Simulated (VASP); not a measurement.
# Ag (P6_3/mmc) in VASP: a series of runs, part 2 of 2

VASP 6.6.1. Earlier steps stand in the parts before.

## Step 4: Single point, PBEsol (strain -0.015 along x and y, +0.015 along z)

The input, INCAR:

```
SYSTEM = Ag
  ALGO = Fast
  EDIFF = 1E-6
  ENCUT = 520
  GGA = PS
  ISIF = 2
  ISMEAR = 0
  LASPH = .TRUE.
  LCHARG = .FALSE.
  LREAL = .FALSE.
  LWAVE = .FALSE.
  NBANDS = 30
  NELM = 60
  PREC = Accurate
  SIGMA = 0.15
```

The input, KPOINTS:

```
k-points
0
G
  18 18 6
  0 0 0
```

The input, POSCAR:

```
Ag
1.0
    2.8278888758      0.0000000000      0.0000000000
   -1.4139444379      2.4490236055      0.0000000000
    0.0000000000      0.0000000000      9.4781297675
Ag
4
Direct
    0.3333333333      0.6666666667      0.2500000000
    0.6666666667      0.3333333333      0.7500000000
    0.0000000000      0.0000000000      0.0000000000
    0.0000000000      0.0000000000      0.5000000000
```

Potentials or basis: VASP PAW PBE potentials, release 64 (Ag).

Launch:

```bash
$ cat potpaw_PBE.64/Ag/POTCAR > POTCAR
$ mpirun -np 1 vasp_std > vasp.out
```

OUTCAR:

```text
SYSTEM = Ag
   EDIFF = 1E-6
   ENCUT = 520
   GGA = PS
   ISIF = 2
   ISMEAR = 0
   LASPH = .TRUE.
   LREAL = .FALSE.
   NELM = 60
   PREC = Accurate

 ion  position               nearest neighbor table
   1  0.333  0.667  0.250-   3 2.88   4 2.88   3 2.88   4 2.88   3 2.88   4 2.88
   2  0.667  0.333  0.750-   3 2.88   4 2.88   3 2.88   4 2.88   3 2.88   4 2.88
   3  0.000  0.000  0.000-   1 2.88   2 2.88   1 2.88   2 2.88   2 2.88   1 2.88
   4  0.000  0.000  0.500-   1 2.88   2 2.88   1 2.88   2 2.88   2 2.88   1 2.88

  LATTYP: Found a hexagonal cell.
 ALAT       =     2.8278888758
 C/A-ratio  =     3.3516627363

  Lattice vectors:

 A1 = (   2.8278888758,   0.0000000000,   0.0000000000)
 A2 = (  -1.4139444379,   2.4490236055,   0.0000000000)
 A3 = (   0.0000000000,   0.0000000000,   9.4781297675)

Analysis of symmetry for initial positions (statically):
=====================================================================
 Subroutine PRICEL returns:
 Original cell was already a primitive cell.

 Routine SETGRP: Setting up the symmetry group for a
 hexagonal supercell.

 Subroutine GETGRP returns: Found 24 space group operations
 (whereof 12 operations were pure point group operations)
 out of a pool of 24 trial point group operations.

The static configuration has the point symmetry D_3d.
 The point group associated with its full space group is D_6h.

Analysis of symmetry for dynamics (positions and initial velocities):
=====================================================================
 Subroutine PRICEL returns:
 Original cell was already a primitive cell.

 Routine SETGRP: Setting up the symmetry group for a
 hexagonal supercell.

 Subroutine GETGRP returns: Found 24 space group operations
 (whereof 12 operations were pure point group operations)
 out of a pool of 24 trial point group operations.

The dynamic configuration has the point symmetry D_3d.
 The point group associated with its full space group is D_6h.

 Subroutine INISYM returns: Found 24 space group operations
 (whereof 12 operations are pure point group operations),
 and found     1 'primitive' translations

----------------------------------------------------------------------------------------

                                     Primitive cell

  volume of cell :      65.6414

  direct lattice vectors                    reciprocal lattice vectors
     2.827888876  0.000000000  0.000000000     0.353620685  0.204162997  0.000000000
    -1.413944438  2.449023605  0.000000000     0.000000000  0.408325995  0.000000000
     0.000000000  0.000000000  9.478129768     0.000000000  0.000000000  0.105506047

  length of vectors
     2.827888876  2.827888876  9.478129768     0.408325995  0.408325995  0.105506047

  position of ions in fractional coordinates (direct lattice)
     0.333333333  0.666666667  0.250000000
     0.666666667  0.333333333  0.750000000
     0.000000000  0.000000000  0.000000000
     0.000000000  0.000000000  0.500000000

  ion indices of the primitive-cell ions
   primitive index   ion index
                 1           1
                 2           2
                 3           3
                 4           4

----------------------------------------------------------------------------------------

[... 26 lines left out ...]
  0.000000  0.000000  0.000000      1.000000
  0.055556  0.000000  0.000000      6.000000
  0.111111  0.000000  0.000000      6.000000
  0.166667 -0.000000  0.000000      6.000000
  0.222222  0.000000  0.000000      6.000000
  0.277778  0.000000  0.000000      6.000000
[... 16 lines left out ...]
  0.333333  0.111111  0.000000     12.000000
  0.388889  0.111111  0.000000     12.000000
 [... further k-points ...]
   k-points           NKPTS =    148   k-points in BZ     NKDIM =    148   number of bands    NBANDS=     30
   number of dos      NEDOS =    301   number of ions     NIONS =      4
   total plane-waves  NPLWV =  40320
   dimension x,y,z NGX =    24 NGY =   24 NGZ =   70
   dimension x,y,z NGXF=    48 NGYF=   48 NGZF=  140
   ions per type =               4
   NGX,Y,Z   is equivalent  to a cutoff of  14.11, 14.11, 12.28 a.u.
   NGXF,Y,Z  is equivalent  to a cutoff of  28.22, 28.22, 24.56 a.u.
 SYSTEM =  Ag
   PREC   = accura    normal or accurate (medium, high low for compatibility)
   ISTART =      0    job   : 0-new  1-cont  2-samecut
   ICHARG =      2    charge: 1-file 2-atom 10-const
   ISPIN  =      1    spin polarized calculation?
   LNONCOLLINEAR =      F non collinear calculations
   LSORBIT =      F    spin-orbit coupling
   LASPH  =      T    aspherical Exc in radial PAW
   ENCUT  =  520.0 eV  38.22 Ry    6.18 a.u.   5.26  5.26 17.62*2*pi/ulx,y,z
   NELM   =     60;   NELMIN=  2; NELMDL= -5     # of ELM steps
   EDIFF  = 0.1E-05   stopping-criterion for ELM
   LREAL  =      F    real-space projection
   EDIFFG = 0.1E-04   stopping-criterion for IOM
   NSW    =      0    number of steps for IOM
   IBRION =     -1    ionic relax: 0-MD 1-quasi-New 2-CG
   NFREE  =      0    steps in history (QN), initial steepest desc. (CG)
   ISIF   =      2    stress and relaxation
   ISYM   =      2    0-nonsym 1-usesym 2-fastsym
   POTIM  = 0.5000    time-step for ionic-motion
   TEBEG  =    0.0;   TEEND  =   0.0 temperature during run
   PSTRESS=    0.0 pullay stress
   NELECT =      44.0000    total number of electrons
   NUPDOWN=      -1.0000    fix difference up-down
   EMIN   =  10.00;   EMAX   =-10.00  energy-range for DOS
   EFERMI =   0.00;   METHOD = LEGACY
   ISMEAR =     0;   SIGMA  =   0.15  broadening in eV -4-tet -1-fermi 0-gaus
   EFERMI_NEDOS =   21; number of points for ismear=-14 and -15
   IALGO  =     68    algorithm
   IMIX   =      4    mixing-type and parameters
     AMIX     =   0.40;   BMIX     =  1.00
     AMIX_MAG =   1.60;   BMIX_MAG =  1.00
  volume/ion in A,a.u.               =      16.41       110.74
  Fermi-wavevector in a.u.,A,eV,Ry     =   1.432737  2.707480 27.929150  2.052735
  Thomas-Fermi vector in A             =   2.552332
   LORBIT       =      0    0 simple, 1 ext, 2 COOP (PROOUT), +10 PAW based schemes
   GGA     = PS    functional components
   LHFCALC =     F    Hartree Fock is set to
   AEXX    =    0.0000 exact exchange contribution
   IVDW    =     0    specifies the selected vdW correction
   LEPSILON=     F    determine dielectric tensor
   LRPA    =     F    only Hartree local field effects (RPA)
 non-spin polarized calculation
 RMM-DIIS sequential band-by-band and
 Gauss-broadening in eV      SIGMA  =   0.15
  energy-cutoff  :      520.00
  volume of cell :       65.64
 maximum number of plane-waves:      1784
 NGX is ok and might be reduce to    24
   NGX = 11   NGY = 11   NGZ = 35

 number of electron      43.9999991 magnetization

 Free energy of the ion-electron system (eV)
  ---------------------------------------------------
  ext. energy  EPLUGINS =         0.00000000
  ---------------------------------------------------
  free energy    TOTEN  =       -13.21560810 eV

  energy without entropy =      -13.20194696  energy(sigma->0) =      -13.20877753

 E-fermi :   8.7298     XC(G=0): -12.6410

 val. band max:        8.7233108212   @ k =   0.1667   0.1111   0.5000
 cond. band min:       8.7729571181   @ k =   0.3889   0.0556   0.0000
 fundamental gap:      0.0496462969
 Fermi energy:         8.7298456803

 k-point     1 :       0.0000    0.0000    0.0000
  band No.  band energies     occupation
      1       0.6561      2.00000
      2       2.0280      2.00000
      3       2.0360      2.00000
      4       2.1068      2.00000
      5       3.7395      2.00000
      6       3.8661      2.00000
[... 781 lines left out ...]
     29      18.2096      0.00000
     30      18.9900      0.00000

 [... further k-points ...]

------------------------ aborting loop because EDIFF is reached ----------------------------------------

  FORCE on cell =-STRESS in cart. coord.  units (eV):
  Direction    XX          YY          ZZ          XY          YZ          ZX
  --------------------------------------------------------------------------------------
  -------------------------------------------------------------------------------------
  Total        1.1542010      1.1542010     -0.1362802      0.0000000      0.0000000      0.0000000
  in kB       28.1717647     28.1717647     -3.3263302      0.0000000      0.0000000      0.0000000
  external PRESSURE =      17.6723997 kB  Pullay stress =       0.0000000 kB

 VOLUME and BASIS-vectors are now :
 -----------------------------------------------------------------------------
  energy-cutoff  :      520.00
  volume of cell :       65.64
      direct lattice vectors                 reciprocal lattice vectors
     2.827888876  0.000000000  0.000000000     0.353620685  0.204162997  0.000000000
    -1.413944438  2.449023605  0.000000000     0.000000000  0.408325995  0.000000000
     0.000000000  0.000000000  9.478129768     0.000000000  0.000000000  0.105506047

 POSITION                                       TOTAL-FORCE (eV/Angst)
 -----------------------------------------------------------------------------------
     -0.00000      1.63268      2.36953         0.000000     -0.000000     -0.000000
      1.41394      0.81634      7.10860        -0.000000      0.000000     -0.000000
      0.00000      0.00000      0.00000         0.000000      0.000000      0.000000
      0.00000      0.00000      4.73906         0.000000      0.000000      0.000000
 -----------------------------------------------------------------------------------
    total drift:                               -0.000000      0.000000      0.000000

  FREE ENERGIE OF THE ION-ELECTRON SYSTEM (eV)
  ---------------------------------------------------
  free  energy   TOTEN  =       -13.2156080967 eV

  energy  without entropy=      -13.2019469573  energy(sigma->0) =      -13.20877753
```

stdout:

```text
POSCAR found type information on POSCAR Ag
 POSCAR found :  1 types and       4 ions
 scaLAPACK will be used
 -----------------------------------------------------------------------------
|                                                                             |
|                                                                             |
|     You enforced a specific xc type in the INCAR file but a different       |
|     I HOPE YOU KNOW WHAT YOU ARE DOING!                                     |
|                                                                             |
 -----------------------------------------------------------------------------

 LDA part: xc-table for (Slater+PW92), standard interpolation
 POSCAR, INCAR and KPOINTS ok, starting setup
 FFT: planning ... GRIDC
 FFT: planning ... GRID_SOFT
 FFT: planning ... GRID
 WAVECAR not read
 entering main loop
```

Run time: 1.9 min. Hardware: 1 thread of Intel Xeon 6975P-C (Granite Rapids), shared host; peak memory 0.34 GiB.

What came out:

```
Free energy            : -13.2156 eV
Pressure               : 1.8 GPa
Band gap on the k mesh : zero (bands 22 and 23 overlap by 6.79 eV)
```

Levels at points of the mesh, in eV from the Fermi level:
```
           k point  band 20  band 21  band 22  band 23  band 24  band 25
(0.00, 0.00, 0.00)    -3.38    -3.38    -2.97    -2.97    -0.72     3.49
(0.50, 0.00, 0.00)    -2.70    -0.21     0.68     1.17     1.70     4.64
(0.00, 0.00, 0.50)    -3.13    -3.13    -3.13    -2.71    -2.71     6.29
(0.50, 0.00, 0.50)    -2.71     0.28     0.28     1.51     1.51     4.97
```

Caveat: the cell differs from its parent crystal (strain -0.015 along x and y, +0.015 along z); the PAW data sets were made with another functional, which shifts forces and pressure a little.

## Step 5: Single point, PBEsol (strain -0.015 along x and y, +0.030 along z)

The input, INCAR:

```
SYSTEM = Ag
PREC = Accurate
ENCUT = 520
EDIFF = 1E-6
ISMEAR = 0
SIGMA = 0.15
LREAL = .FALSE.
LASPH = .TRUE.
NELM = 60
ALGO = Fast
ISIF = 2
LWAVE = .FALSE.
LCHARG = .FALSE.
GGA = PS
NBANDS = 30
```

The input, KPOINTS:

```
regular mesh
0
G
  18 18 6
  0 0 0
```

POSCAR: that of step 4 with these lines changed.

```diff
@@ -4,3 +4,3 @@
    -1.4139444379      2.4490236055      0.0000000000
-    0.0000000000      0.0000000000      9.4781297675
+    0.0000000000      0.0000000000      9.6182006507
 Ag
```

Launch:

```bash
$ cat potpaw_PBE.64/Ag/POTCAR > POTCAR
$ mpirun -np 1 vasp_std > vasp.out
```

It took 1.8 min on 1 thread of Intel Xeon 6975P-C (Granite Rapids), shared host; peak memory 0.34 GiB.

It converged, with:

```
Free energy            : -13.2063 eV
Pressure               : 0.1 GPa
Band gap on the k mesh : zero (bands 22 and 23 overlap by 6.84 eV)
```

Stress tensor (GPa, compression positive):
```
 1.69  0.00  0.00
 0.00  1.69  0.00
 0.00  0.00 -2.98
```

Levels at points of the mesh, in eV from the Fermi level:
```tsv
k point	band 20	band 21	band 22	band 23	band 24	band 25
(0.00, 0.00, 0.00)	-3.36	-3.36	-2.98	-2.98	-0.78	3.21
(0.50, 0.00, 0.00)	-2.68	-0.15	0.72	1.19	1.71	4.60
(0.00, 0.00, 0.50)	-3.13	-3.13	-3.13	-2.73	-2.73	5.96
(0.50, 0.00, 0.50)	-2.69	0.32	0.32	1.53	1.53	4.91
```

Caveat: the cell differs from its parent crystal (strain -0.015 along x and y, +0.030 along z); the PAW data sets were made with another functional, which shifts forces and pressure a little.

## Step 6: Single point, PBEsol (strain +0.015 along x and y, -0.030 along z)

The input, INCAR:

```
SYSTEM = Ag
PREC     = Accurate       ! precision mode
ENCUT    = 520            ! plane-wave cutoff, eV
EDIFF    = 1E-6           ! SCF threshold, eV
ISMEAR   = 0              ! smearing method
SIGMA    = 0.15           ! smearing width, eV
LREAL    = .False.        ! projectors in reciprocal space
LASPH    = .True.         ! aspherical terms in the spheres
NELM     = 100            ! most SCF steps
ALGO     = Fast           ! electronic algorithm
ISIF     = 2              ! what is computed and relaxed
LWAVE    = .False.        ! write WAVECAR
LCHARG   = .False.        ! write CHGCAR
GGA      = PS             ! functional
NBANDS   = 30             ! bands
```

The input, KPOINTS:

```
Automatic mesh
0
Gamma
  18 18 6
  0 0 0
```

The input, POSCAR:

```
Ag
1.0
    2.9140174710      0.0000000000      0.0000000000
   -1.4570087355      2.5236131569      0.0000000000
    0.0000000000      0.0000000000      9.0579171177
Ag
4
Direct
    0.3333333333      0.6666666667      0.2500000000
    0.6666666667      0.3333333333      0.7500000000
    0.0000000000      0.0000000000      0.0000000000
    0.0000000000      0.0000000000      0.5000000000
```

Potentials or basis: VASP PAW PBE potentials, release 64 (Ag).

Launch:

```bash
$ cat potpaw_PBE.64/Ag/POTCAR > POTCAR
$ mpirun -np 1 vasp_std > vasp.out
```

OUTCAR:

```text
SYSTEM = Ag
   PREC = Accurate
   ENCUT = 520
   EDIFF = 1E-6
   ISMEAR = 0
   LREAL = .False.
   LASPH = .True.
   NELM = 100
   ISIF = 2
   GGA = PS

 ion  position               nearest neighbor table
   1  0.333  0.667  0.250-   3 2.82   4 2.82   3 2.82   4 2.82   3 2.82   4 2.82
   2  0.667  0.333  0.750-   3 2.82   4 2.82   3 2.82   4 2.82   3 2.82   4 2.82
   3  0.000  0.000  0.000-   1 2.82   2 2.82   1 2.82   2 2.82   2 2.82   1 2.82
   4  0.000  0.000  0.500-   1 2.82   2 2.82   1 2.82   2 2.82   2 2.82   1 2.82

  LATTYP: Found a hexagonal cell.
 ALAT       =     2.9140174710
 C/A-ratio  =     3.1083949248

  Lattice vectors:

 A1 = (   2.9140174710,   0.0000000000,   0.0000000000)
 A2 = (  -1.4570087355,   2.5236131569,   0.0000000000)
 A3 = (   0.0000000000,   0.0000000000,   9.0579171177)

Analysis of symmetry for initial positions (statically):
=====================================================================
 Subroutine PRICEL returns:
 Original cell was already a primitive cell.

 Routine SETGRP: Setting up the symmetry group for a
 hexagonal supercell.

 Subroutine GETGRP returns: Found 24 space group operations
[... 173 lines left out ...]
 E-fermi :   8.5497     XC(G=0): -12.5513

 val. band max:        8.5170314500   @ k =   0.3889   0.0556   0.0000
 cond. band min:       8.5501954640   @ k =   0.3889   0.0556   0.0000
 fundamental gap:      0.0331640139
 Fermi energy:         8.5496879565

 k-point     1 :       0.0000    0.0000    0.0000
  band No.  band energies     occupation
      1       0.5563      2.00000
      2       2.0472      2.00000
      3       2.1200      2.00000
      4       2.1222      2.00000
      5       3.5959      2.00000
      6       3.5959      2.00000
[... 781 lines left out ...]
     29      17.1832      0.00000
     30      18.9415      0.00000

 [... further k-points ...]

------------------------ aborting loop because EDIFF is reached ----------------------------------------

  FORCE on cell =-STRESS in cart. coord.  units (eV):
  Direction    XX          YY          ZZ          XY          YZ          ZX
  --------------------------------------------------------------------------------------
  -------------------------------------------------------------------------------------
  Total       -0.6060214     -0.6060214      1.6069704      0.0000000     -0.0000000      0.0000000
  in kB      -14.5765668    -14.5765668     38.6522849      0.0000000     -0.0000000      0.0000000
  external PRESSURE =       3.1663838 kB  Pullay stress =       0.0000000 kB

 VOLUME and BASIS-vectors are now :
 -----------------------------------------------------------------------------
  energy-cutoff  :      520.00
  volume of cell :       66.61
      direct lattice vectors                 reciprocal lattice vectors
     2.914017471  0.000000000  0.000000000     0.343168842  0.198128623  0.000000000
    -1.457008736  2.523613157  0.000000000     0.000000000  0.396257246  0.000000000
     0.000000000  0.000000000  9.057917118     0.000000000  0.000000000  0.110400657

 POSITION                                       TOTAL-FORCE (eV/Angst)
 -----------------------------------------------------------------------------------
     -0.00000      1.68241      2.26448        -0.000000      0.000000      0.000000
      1.45701      0.84120      6.79344         0.000000      0.000000     -0.000000
      0.00000      0.00000      0.00000         0.000000     -0.000000      0.000000
      0.00000      0.00000      4.52896         0.000000     -0.000000      0.000000
 -----------------------------------------------------------------------------------
    total drift:                               -0.000000      0.000000      0.000000

  FREE ENERGIE OF THE ION-ELECTRON SYSTEM (eV)
  ---------------------------------------------------
  free  energy   TOTEN  =       -13.1947398713 eV

  energy  without entropy=      -13.1822872874  energy(sigma->0) =      -13.18851358
```

stdout:

```text
POSCAR found type information on POSCAR Ag
 POSCAR found :  1 types and       4 ions
 scaLAPACK will be used
 -----------------------------------------------------------------------------
|                                                                             |
|                                                                             |
|     You enforced a specific xc type in the INCAR file but a different       |
|     I HOPE YOU KNOW WHAT YOU ARE DOING!                                     |
|                                                                             |
 -----------------------------------------------------------------------------

 LDA part: xc-table for (Slater+PW92), standard interpolation
 POSCAR, INCAR and KPOINTS ok, starting setup
 FFT: planning ... GRIDC
 FFT: planning ... GRID_SOFT
 FFT: planning ... GRID
 WAVECAR not read
 entering main loop
```

It took 2.1 min on 1 thread of Intel Xeon 6975P-C (Granite Rapids), shared host; peak memory 0.34 GiB.

Results:

* Free energy: -13.1947 eV
* Pressure: 0.3 GPa
* Band gap on the k mesh: zero (bands 22 and 23 overlap by 6.24 eV)

Caveat: the cell differs from its parent crystal (strain +0.015 along x and y, -0.030 along z); the stress differs along the axes, from -1 to 4 GPa; the PAW data sets were made with another functional, which shifts forces and pressure a little.

## Step 7: The runs side by side

| cell | further INCAR settings | gap on the mesh (eV) | pressure (GPa) |
| --- | --- | --- | --- |
| a = 2.957, b = 2.957, c = 9.198 Å, angles 90.0, 90.0, 120.0°, 4 atoms | ALGO = Fast; EDIFF = 1e-07; NBANDS = 30 | none | -4.4 |
| a = 2.914, b = 2.914, c = 9.478 Å, angles 90.0, 90.0, 120.0°, 4 atoms | ALGO = Fast; EDIFF = 1e-06; NBANDS = 30 | none | -4.8 |
| a = 2.828, b = 2.828, c = 9.478 Å, angles 90.0, 90.0, 120.0°, 4 atoms | ALGO = Fast; EDIFF = 1e-06; NBANDS = 30 | none | 1.8 |
| a = 2.828, b = 2.828, c = 9.618 Å, angles 90.0, 90.0, 120.0°, 4 atoms | ALGO = Fast; EDIFF = 1e-06; NBANDS = 30 | none | 0.1 |
| a = 2.914, b = 2.914, c = 9.058 Å, angles 90.0, 90.0, 120.0°, 4 atoms | ALGO = Fast; EDIFF = 1e-06; NBANDS = 30 | none | 0.3 |

Alike in all rows: task single point; level PBEsol; potentials or basis VASP PAW PBE potentials, release 64 (Ag); no spin polarisation; k mesh 18 × 18 × 6; cutoff (eV) 520; smearing gaussian 0.15 eV.

Caveats: the PAW data sets were made with another functional, which shifts forces and pressure a little; the cell stands under tension (at least some runs); the stress differs along the axes, from -1 to 4 GPa (at least some runs).

Absolute energies hang on the potentials; compare differences alone.

The gap in the log of VASP goes by the Fermi energy; the results here count the filled bands.